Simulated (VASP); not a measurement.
# Al (Fm-3m) in VASP: further runs

The runs below take Al through single point, with PBE.

Program: VASP 6.6.1. These are calculated values, not measurements. Logs are shortened: lines on timing, memory, paths and dates and some standing lists are left out, and cuts for length are marked.

**1. The cell of the first run**

Symmetry: Fm-3m, No. 225, cubic system. The conventional cell has a = 4.050 Å, b = 4.050 Å, c = 4.050 Å, α = 90.00°, β = 90.00°, γ = 90.00°. Al (site symmetry m-3m) has 12 Al at 2.86 Å within 3.8 Å.

**2. Single point, PBE**

INCAR

```
ALGO = Normal ; EDIFF = 1E-6
ENCUT = 520 ; GGA = PE
ISIF = 2 ; ISMEAR = 1
LASPH = T ; LCHARG = F
LREAL = F ; LWAVE = F
NBANDS = 8 ; NELM = 80
PREC = Accurate ; SIGMA = 0.1
```

KPOINTS

```
k-points
0
Gamma
  3 3 3
```

POSCAR

```
Al
1.0
    0.0000000000      2.0248100000      2.0248100000
    2.0248100000      0.0000000000      2.0248100000
    2.0248100000      2.0248100000      0.0000000000
Al
1
Direct
    0.0000000000      0.0000000000      0.0000000000
```

Potentials or basis: VASP PAW PBE potentials, release 64 (Al).

Launch:

```bash
> cat potpaw_PBE.64/Al/POTCAR > POTCAR
> mpirun -np 1 vasp_std > vasp.out
```

OUTCAR:

```text
EDIFF = 1E-6
   ENCUT = 520
   GGA = PE
   ISIF = 2
   ISMEAR = 1
   LASPH = T
   LREAL = F
   NELM = 80
   PREC = Accurate

 ion  position               nearest neighbor table
   1  0.000  0.000  0.000-

  LATTYP: Found a face centered cubic cell.
 ALAT       =     4.0496200000

  Lattice vectors:

 A1 = (   0.0000000000,   2.0248100000,   2.0248100000)
 A2 = (   2.0248100000,   0.0000000000,   2.0248100000)
 A3 = (   2.0248100000,   2.0248100000,   0.0000000000)

Analysis of symmetry for initial positions (statically):
=====================================================================
 Subroutine PRICEL returns:
 Original cell was already a primitive cell.

 Routine SETGRP: Setting up the symmetry group for a
 face centered cubic supercell.

 Subroutine GETGRP returns: Found 48 space group operations
 (whereof 48 operations were pure point group operations)
 out of a pool of 48 trial point group operations.

The static configuration has the point symmetry O_h .

Analysis of symmetry for dynamics (positions and initial velocities):
=====================================================================
 Subroutine PRICEL returns:
 Original cell was already a primitive cell.

 Routine SETGRP: Setting up the symmetry group for a
 face centered cubic supercell.

 Subroutine GETGRP returns: Found 48 space group operations
 (whereof 48 operations were pure point group operations)
 out of a pool of 48 trial point group operations.

The dynamic configuration has the point symmetry O_h .

 Subroutine INISYM returns: Found 48 space group operations
 (whereof 48 operations are pure point group operations),
 and found     1 'primitive' translations

----------------------------------------------------------------------------------------

                                     Primitive cell

  volume of cell :      16.6029

  direct lattice vectors                    reciprocal lattice vectors
     0.000000000  2.024810000  2.024810000    -0.246936750  0.246936750  0.246936750
     2.024810000  0.000000000  2.024810000     0.246936750 -0.246936750  0.246936750
     2.024810000  2.024810000  0.000000000     0.246936750  0.246936750 -0.246936750

  length of vectors
     2.863513763  2.863513763  2.863513763     0.427706997  0.427706997  0.427706997

  position of ions in fractional coordinates (direct lattice)
     0.000000000  0.000000000  0.000000000

  ion indices of the primitive-cell ions
   primitive index   ion index
                 1           1

----------------------------------------------------------------------------------------

 KPOINTS: k-points

Automatic generation of k-mesh.
 Grid dimensions read from file:
 generate k-points for:    3    3    3

 Generating k-lattice:

  Cartesian coordinates                     Fractional coordinates (reciprocal lattice)
    -0.082312250  0.082312250  0.082312250     0.333333333  0.000000000  0.000000000
     0.082312250 -0.082312250  0.082312250     0.000000000  0.333333333  0.000000000
     0.082312250  0.082312250 -0.082312250     0.000000000  0.000000000  0.333333333

  Length of vectors
     0.142568999  0.142568999  0.142568999

  Shift w.r.t. Gamma in fractional coordinates (k-lattice)
     0.000000000  0.000000000  0.000000000

 Subroutine IBZKPT returns following result:
 ===========================================

 Found      4 irreducible k-points:

 Following reciprocal coordinates:
            Coordinates               Weight
  0.000000  0.000000  0.000000      1.000000
  0.333333  0.000000  0.000000      8.000000
  0.333333  0.333333  0.000000      6.000000
 -0.333333  0.333333  0.000000     12.000000
   k-points           NKPTS =      4   k-points in BZ     NKDIM =      4   number of bands    NBANDS=      8
   number of dos      NEDOS =    301   number of ions     NIONS =      1
   total plane-waves  NPLWV =  13824
   dimension x,y,z NGX =    24 NGY =   24 NGZ =   24
   dimension x,y,z NGXF=    48 NGYF=   48 NGZF=   48
   ions per type =               1
   NGX,Y,Z   is equivalent  to a cutoff of  13.93, 13.93, 13.93 a.u.
   NGXF,Y,Z  is equivalent  to a cutoff of  27.87, 27.87, 27.87 a.u.
 SYSTEM =  unknown system
   PREC   = accura    normal or accurate (medium, high low for compatibility)
   ISTART =      0    job   : 0-new  1-cont  2-samecut
   ICHARG =      2    charge: 1-file 2-atom 10-const
   ISPIN  =      1    spin polarized calculation?
   LNONCOLLINEAR =      F non collinear calculations
   LSORBIT =      F    spin-orbit coupling
   LASPH  =      T    aspherical Exc in radial PAW
   ENCUT  =  520.0 eV  38.22 Ry    6.18 a.u.   5.32  5.32  5.32*2*pi/ulx,y,z
   NELM   =     80;   NELMIN=  2; NELMDL= -5     # of ELM steps
   EDIFF  = 0.1E-05   stopping-criterion for ELM
   LREAL  =      F    real-space projection
   EDIFFG = 0.1E-04   stopping-criterion for IOM
   NSW    =      0    number of steps for IOM
   IBRION =     -1    ionic relax: 0-MD 1-quasi-New 2-CG
   NFREE  =      0    steps in history (QN), initial steepest desc. (CG)
   ISIF   =      2    stress and relaxation
   ISYM   =      2    0-nonsym 1-usesym 2-fastsym
   POTIM  = 0.5000    time-step for ionic-motion
   TEBEG  =    0.0;   TEEND  =   0.0 temperature during run
   PSTRESS=    0.0 pullay stress
   NELECT =       3.0000    total number of electrons
   NUPDOWN=      -1.0000    fix difference up-down
   EMIN   =  10.00;   EMAX   =-10.00  energy-range for DOS
   EFERMI =   0.00;   METHOD = LEGACY
   ISMEAR =     1;   SIGMA  =   0.10  broadening in eV -4-tet -1-fermi 0-gaus
   EFERMI_NEDOS =   21; number of points for ismear=-14 and -15
   IALGO  =     38    algorithm
   IMIX   =      4    mixing-type and parameters
     AMIX     =   0.40;   BMIX     =  1.00
     AMIX_MAG =   1.60;   BMIX_MAG =  1.00
  volume/ion in A,a.u.               =      16.60       112.04
  Fermi-wavevector in a.u.,A,eV,Ry     =   0.925524  1.748987 11.654676  0.856594
  Thomas-Fermi vector in A             =   2.051388
   LORBIT       =      0    0 simple, 1 ext, 2 COOP (PROOUT), +10 PAW based schemes
   GGA     = PE    functional components
   LHFCALC =     F    Hartree Fock is set to
   AEXX    =    0.0000 exact exchange contribution
   IVDW    =     0    specifies the selected vdW correction
   LEPSILON=     F    determine dielectric tensor
   LRPA    =     F    only Hartree local field effects (RPA)
 non-spin polarized calculation
 Methfessel and Paxton  Order N= 1 SIGMA  =   0.10
  energy-cutoff  :      520.00
  volume of cell :       16.60
 maximum number of plane-waves:       459
 NGX is ok and might be reduce to    24
   NGX = 11   NGY = 11   NGZ = 11

 number of electron       3.0000000 magnetization

 Free energy of the ion-electron system (eV)
  ---------------------------------------------------
  ext. energy  EPLUGINS =         0.00000000
  ---------------------------------------------------
  free energy    TOTEN  =        -3.16358346 eV

  energy without entropy =       -3.16085111  energy(sigma->0) =       -3.16267267

 E-fermi :   8.2757     XC(G=0): -10.1680

 val. band max:        6.8775814189   @ k =  -0.3333   0.3333   0.0000
 cond. band min:       8.3239093064   @ k =  -0.3333   0.3333   0.0000
 fundamental gap:      1.4463278875
 Fermi energy:         8.2756871915

 k-point     1 :       0.0000    0.0000    0.0000
  band No.  band energies     occupation
      1      -3.1477      2.00000
      2      20.5291      0.00000
      3      20.5291      0.00000
      4      20.5291      0.00000
      5      21.9685      0.00000
      6      21.9685      0.00000
      7      21.9685      0.00000
      8      24.3825      0.00000

 k-point     2 :       0.3333    0.0000    0.0000
  band No.  band energies     occupation
      1      -0.1697      2.00000
      2       8.4375     -0.04447
      3      18.6650      0.00000
      4      18.6650      0.00000
      5      21.2508      0.00000
      6      21.2508      0.00000
      7      22.2217      0.00000
      8      25.2119      0.00000

 k-point     3 :       0.3333    0.3333    0.0000
  band No.  band energies     occupation
      1       0.8070      2.00000
      2      12.3052      0.00000
      3      14.1947      0.00000
      4      14.3593      0.00000
      5      14.3593      0.00000
      6      17.8443      0.00000
      7      30.8118      0.00000
      8      32.1821      0.00000

 k-point     4 :      -0.3333    0.3333    0.0000
  band No.  band energies     occupation
      1       4.6511      2.00000
      2       6.8776      2.00000
      3       8.3239      0.27965
      4      15.2269      0.00000
      5      16.9930      0.00000
      6      26.5562      0.00000
      7      28.1178      0.00000
      8      28.1415      0.00000

------------------------ aborting loop because EDIFF is reached ----------------------------------------

  FORCE on cell =-STRESS in cart. coord.  units (eV):
  Direction    XX          YY          ZZ          XY          YZ          ZX
  --------------------------------------------------------------------------------------
  -------------------------------------------------------------------------------------
  Total       -0.1302139     -0.1302139     -0.1302139      0.0000000      0.0000000     -0.0000000
  in kB      -12.5656499    -12.5656499    -12.5656499      0.0000000      0.0000000     -0.0000000
  external PRESSURE =     -12.5656499 kB  Pullay stress =       0.0000000 kB

 VOLUME and BASIS-vectors are now :
 -----------------------------------------------------------------------------
  energy-cutoff  :      520.00
  volume of cell :       16.60
      direct lattice vectors                 reciprocal lattice vectors
     0.000000000  2.024810000  2.024810000    -0.246936750  0.246936750  0.246936750
     2.024810000  0.000000000  2.024810000     0.246936750 -0.246936750  0.246936750
     2.024810000  2.024810000  0.000000000     0.246936750  0.246936750 -0.246936750

 POSITION                                       TOTAL-FORCE (eV/Angst)
 -----------------------------------------------------------------------------------
      0.00000      0.00000      0.00000         0.000000      0.000000      0.000000
 -----------------------------------------------------------------------------------
    total drift:                               -0.000000     -0.000000      0.000000

  FREE ENERGIE OF THE ION-ELECTRON SYSTEM (eV)
  ---------------------------------------------------
  free  energy   TOTEN  =        -3.1635834579 eV

  energy  without entropy=       -3.1608511052  energy(sigma->0) =       -3.16267267
```

Run time: 1.3 s. Hardware: 1 thread of AMD EPYC 7R13 (Zen 3), shared host; peak memory 0.09 GiB.

Results:

* Free energy: -3.1636 eV
* Pressure: -1.3 GPa
* Band gap on the k mesh: zero (an odd number of electrons rules out a gap without spin polarisation)

Caveat: the k points lie up to 0.90 Å⁻¹ apart, too coarse for converged energies and pressures of a metal.

(Continued in part 2 of 2.)
